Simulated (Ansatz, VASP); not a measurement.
Na in VASP and in Ansatz

INCAR

```
SYSTEM = Na
PREC = Accurate ; ENCUT = 520
EDIFF = 1E-6 ; ISMEAR = -1
SIGMA = 0.08 ; LREAL = .FALSE.
LASPH = .TRUE. ; NELM = 60
ALGO = Normal ; ISIF = 2
LWAVE = .FALSE. ; LCHARG = .FALSE.
GGA = PS ; IVDW = 13
NBANDS = 14
```

KPOINTS

```
Automatic mesh
0
G
  12 12 7
  0 0 0
```

Contents of POSCAR:

```
Na
1.0
    3.0540628051      0.0000000000      0.0000000000
   -1.5270314026      2.6448959740      0.0000000000
    0.0000000000      0.0000000000      4.9600822028
Na
2
Direct
    0.3333333333      0.6666666667      0.2500000000
    0.6666666667      0.3333333333      0.7500000000
```

Input for Ansatz:

```yaml
crystal:
  lattice:
    - [3.0540628051, 0.0, 0.0]
    - [-1.5270314026, 2.644895974, 0.0]
    - [0.0, 0.0, 4.9600822028]
  atoms:
    - { symbol: Na, position: [0.3333333333, 0.6666666667, 0.25] }
    - { symbol: Na, position: [0.6666666667, 0.3333333333, 0.75] }
kpoints:
  mp_grid: { grid: [12, 12, 7] }
  band_path:
    path:
      - [0.0, 0.0, 0.0]
      - [0.5, 0.0, 0.0]
      - [0.3333333333, 0.3333333333, 0.0]
      - [0.0, 0.0, 0.0]
      - [0.0, 0.0, 0.5]
      - [0.5, 0.0, 0.5]
      - [0.3333333333, 0.3333333333, 0.5]
      - [0.0, 0.0, 0.5]
      - [0.5, 0.0, 0.5]
    npoints: 8
scf:
  occupations: { method: fermi_dirac, width: 0.08 }
  eigensolver: { kind: davidson }
hamiltonian:
  xc: pbesol
  pseudopotentials: { kind: paw }
  dispersion: d4
output:
  forces: true
  stress: true
  eigenvalues: true
  populations: true
basis:
  precision: f64
```

Alike in both runs: task single point; functional PBEsol; dispersion D4; k mesh 12 × 12 × 7; occupations fermi-dirac, width 0.08 eV; no spin polarisation.

|  | VASP | Ansatz |
| --- | --- | --- |
| version | VASP 6.6.1 | Ansatz 0.2.0 |
| potentials or method | VASP PAW PBE potentials, release 64 (Na_pv) | PAW with Ansatz's default frozen-core files, scalar-relativistic |
| plane-wave cutoff (eV) | 520 | 420 |
| valence electrons in the cell | 14 | 18 |

```tsv
	VASP	Ansatz	Ansatz less VASP
gap on the k mesh at the Fermi level (eV)	none	none	-
pressure (GPa)	14.1	14.1	-0.07
```

VASP's potentials were made for PBE, not for PBEsol. A gap of «none» marks a metal or a gap that the smearing closes. VASP's potentials hold 14 valence electrons a cell and Ansatz's 18, so a difference there can come from the potentials and not from the codes.
